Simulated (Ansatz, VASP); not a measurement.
**Tl in VASP and in Ansatz**

```
Tl
1.0
     0.00000    3.36971    3.36971
     3.36971    0.00000    3.36971
     3.36971    3.36971    0.00000
Tl
2
Cartesian
  -0.8424 -0.8424 -0.8424
  0.8424 0.8424 0.8424
```

Alike in both runs: functional LDA; k mesh 11 × 11 × 11; occupations fermi-dirac, width 0.05 eV; no spin polarisation.

Ansatz relaxed the structure, and its values are those at the end. VASP's run is a single point on that final structure, the one shown.

```csv
,VASP,Ansatz
version,VASP 6.6.1,Ansatz 0.2.0
potentials or method,"VASP PAW LDA potentials, release 64 (Tl_d), cutoff 520 eV","all-electron LAPW, scalar-relativistic"
```

|  | VASP | Ansatz | Ansatz less VASP |
| --- | --- | --- | --- |
| pressure (GPa) | 0.0 | 0.0 | -0.02 |

LDA's correlation is that of Perdew and Zunger in VASP and of Perdew and Wang (1992) in Ansatz. Ansatz ran all-electron here, and VASP with PAW potentials.

Spin-orbit coupling is off throughout.
